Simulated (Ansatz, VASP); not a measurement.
This is a calculation of Ge for VASP 6.6.1.

The input INCAR:

```
SYSTEM = Ge
PREC = Accurate ; ENCUT = 600
EDIFF = 1E-7 ; ISMEAR = -1
SIGMA = 0.05 ; LREAL = .FALSE.
LASPH = .TRUE. ; NELM = 60
ALGO = Normal ; ISIF = 3
LWAVE = .FALSE. ; LCHARG = .FALSE.
GGA = B5 ; ALDAX = 1.0
AGGAX = 1.0 ; AGGAC = 1.0
ALDAC = 0.0 ; IVDW = 13
VDW_S6 = 1.0 ; VDW_S8 = 2.34076671
VDW_A1 = 0.44488865 ; VDW_A2 = 4.0933009
IBRION = 2 ; NSW = 60
EDIFFG = -0.01
```

File KPOINTS:

```
regular mesh
0
G
  11 11 11
  0 0 0
```

The input POSCAR:

```
Ge
1.0
   -2.5744897190      2.5744897190      1.3974126432
    2.5744897190     -2.5744897190      1.3974126432
    2.5744897190      2.5744897190     -1.3974126432
Ge
2
Direct
    0.5000000000      0.5000000000      0.0000000000
    0.2500000000      0.7500000000      0.5000000000
```

Potentials or basis: VASP PAW PBE potentials, release 64 (Ge_d).

Command:

```console
$ cat potpaw_PBE.64/Ge_d/POTCAR > POTCAR
$ mpirun -np 1 vasp_std > vasp.out
```

Problem. Set up the same calculation for Ansatz 0.2.0. Potentials there: Ansatz PAW.

Solution. As run (the cutoff follows the program's own potentials):

File input.yaml:

```yaml
crystal:
  lattice:
    - [-2.574489719, 2.574489719, 1.3974126432]
    - [2.574489719, -2.574489719, 1.3974126432]
    - [2.574489719, 2.574489719, -1.3974126432]
  atoms:
    - { symbol: Ge, position: [0.5, 0.5, 0.0] }
    - { symbol: Ge, position: [0.25, 0.75, 0.5] }
hamiltonian:
  xc: blyp
  pseudopotentials: { kind: paw }
  dispersion: d4
kpoints:
  mp_grid: { grid: [11, 11, 11] }
scf:
  occupations: { method: fermi_dirac, width: 0.05 }
output:
  forces: true
  stress: true
relax:
  f_tol: 0.01
  max_steps: 40
  cell: { stress_tol: 0.05 }
```

Potentials or basis: Ansatz PAW.

Run with:

```console
$ ansatz run input.yaml --threads 2 --pin off --max-ram 5632MiB --backend cpu --events-out ev --progress --plain --runs-dir out
```

Both were run:

|  | VASP | Ansatz | Ansatz less VASP |
| --- | --- | --- | --- |
| relaxed volume (Å³/atom) | 19.48 | 19.45 | -0.038 |
| relaxed cell length with the largest relative difference (Å) | 3.968 | 3.965 | -0.0030 |

VASP's potentials were made for PBE, not for BLYP.

Noted on Ansatz's run: the plane-wave basis is chosen anew once the cell has moved, so the energies of steps on either side of that aren't comparable.
